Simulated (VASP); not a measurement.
AlN, 4 atoms in the cell. The structure is monoclinic, space group Cm (No. 8). The conventional cell has a = 5.388 Å, b = 3.111 Å, c = 4.978 Å, α = 90.00°, β = 90.00°, γ = 90.00°. Al (site symmetry m) has 4 N at 1.84 to 1.92 Å within 2.4 Å. Al (site symmetry m) has 4 N at 1.89 to 1.92 Å within 2.5 Å. N (site symmetry m) has 4 Al at 1.89 to 1.92 Å within 2.5 Å. N (site symmetry m) has 4 Al at 1.84 to 1.92 Å within 2.4 Å.  This cell differs from its parent crystal: one atom moved.

* Program: VASP 6.6.1
* Task: single point
* Functional: PBE
* Potentials or basis: VASP PAW PBE potentials, release 64 (Al, N)
* Cutoff: 520 eV
* k mesh: 9 × 9 × 6
* Occupations: gaussian, width 0.02 eV
* Spin: no spin polarisation
* Dipole correction: no
* Further INCAR settings: ALGO = Normal; EDIFF = 1e-07; NBANDS = 16

Potentials or basis: VASP PAW PBE potentials, release 64 (Al, N).

Launch:

```sh
$ cat potpaw_PBE.64/Al/POTCAR potpaw_PBE.64/N/POTCAR > POTCAR
$ mpirun -np 1 vasp_std > vasp.out
```

Hardware: 1 thread of Intel(R) Xeon(R) 6975P-C (Granite Rapids), with other jobs on the host.

Task: Estimate the wall time of this run.

Result: Run time: 26 s on 1 thread of Intel(R) Xeon(R) 6975P-C (Granite Rapids) (shared host), peak memory 0.21 GiB. Counts: scf iterations 14, k points 140.
